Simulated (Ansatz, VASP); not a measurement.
## One calculation of Rb, two programs

```xyz
1
Lattice="-2.8677 2.8677 2.8677 2.8677 -2.8677 2.8677 2.8677 2.8677 -2.8677" Properties=species:S:1:pos:R:3 pbc="T T T"
Rb    0.0000    0.0000    0.0000
```

Alike in both runs: task single point; functional r2SCAN; k mesh 8 × 8 × 8; occupations fermi-dirac, width 0.2 eV; no spin polarisation.

```csv
,VASP,Ansatz
version,VASP 6.6.1,Ansatz 0.2.0
potentials or method,"VASP PAW PBE potentials, release 64 (Rb_sv), cutoff 520 eV","plane waves (500 eV) with PAW, scalar-relativistic"
valence electrons in the cell,9,9
```

```csv
,VASP,Ansatz,Ansatz less VASP
pressure (GPa),0.0,0.0,0.00
```

VASP's potentials were made for PBE, not for r2SCAN.
